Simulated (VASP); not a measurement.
# Sr8O7 (a cell with a defect): single point with PBE

Sr8O7 (a cell with a defect):

```
Sr O
1.0
     0.00000    5.21351    5.21351
     5.21351    0.00000    5.21351
     5.21351    5.21351    0.00000
Sr O
8 7
Direct
  0.00223 0.99677 0.97165
  0.00225 0.99680 0.52922
  0.98889 0.47549 0.01775
  0.00103 0.51703 0.49091
  0.48200 0.99799 0.00994
  0.52355 0.01014 0.48309
  0.49782 0.50122 0.98094
  0.49782 0.50122 0.51989
  0.25219 0.25341 0.25391
  0.25220 0.25342 0.74038
  0.86813 0.13092 0.25043
  0.26473 0.73428 0.75043
  0.74305 0.25597 0.75043
  0.74561 0.74684 0.24696
  0.74561 0.74683 0.76048
```

```json
{
 "Program": "VASP 6.6.1",
 "Task": "single point",
 "Functional": "PBE",
 "Potentials or basis": "VASP PAW PBE potentials, release 64 (Sr_sv, O)",
 "Cutoff": "520 eV",
 "k mesh": "2 × 2 × 2",
 "Occupations": "methfessel-paxton, width 0.15 eV",
 "Spin": "no spin polarisation"
}
```

```
Pressure               : 3.4 GPa
Largest force          : 1.820 eV/Å
Band gap on the k mesh : 0.20 eV
```

Forces in eV/Å, atoms in the order of the input:
```
Sr  -0.032  0.313  0.001
Sr  -0.313  0.032  0.000
Sr  -0.029  0.028  0.095
Sr  -0.112  0.113 -0.190
Sr  -0.112  0.112  0.191
Sr  -0.027  0.028 -0.095
Sr   0.038  0.131  0.000
Sr  -0.131 -0.038  0.000
O   -0.102  0.052  0.008
O   -0.052  0.102  0.008
O    1.286 -1.288  0.001
O   -0.082  0.083 -0.002
O   -0.177  0.176  0.001
O   -0.053  0.102 -0.010
O   -0.102  0.053 -0.009
```

Stress tensor (GPa, compression positive):
```
4.53 1.38 0.00
1.38 4.53 0.00
0.00 0.00 1.05
```

Levels at points of the mesh, in eV from the valence-band top:
```tsv
k point	band 58	band 59	band 60	band 61	band 62	band 63	band 64	band 65
(0.00, 0.00, 0.00)	-3.17	-3.14	-3.09	-1.06	0.20	0.38	0.50	1.75
(0.50, 0.00, 0.00)	-3.61	-3.57	-3.47	0.00	0.81	1.38	1.39	1.72
(0.00, 0.50, 0.00)	-3.61	-3.57	-3.47	0.00	0.81	1.38	1.39	1.72
(0.00, 0.00, 0.50)	-3.57	-3.48	-3.37	-0.11	0.82	1.21	1.27	1.87
(0.50, 0.50, 0.50)	-3.57	-3.48	-3.37	-0.11	0.82	1.21	1.27	1.87
(0.50, 0.50, 0.00)	-3.29	-3.23	-3.19	-0.38	1.09	1.23	1.70	1.91
(0.00, 0.50, 0.50)	-3.32	-3.20	-3.19	-0.26	1.10	1.23	1.34	1.69
(0.50, 0.00, 0.50)	-3.32	-3.20	-3.19	-0.26	1.10	1.23	1.34	1.69
```

Run time: 4 min on 1 thread of Intel(R) Xeon(R) 6975P-C (Granite Rapids) (shared host), peak memory 0.45 GiB.

Caveat: the k points lie up to 0.52 Å⁻¹ apart.
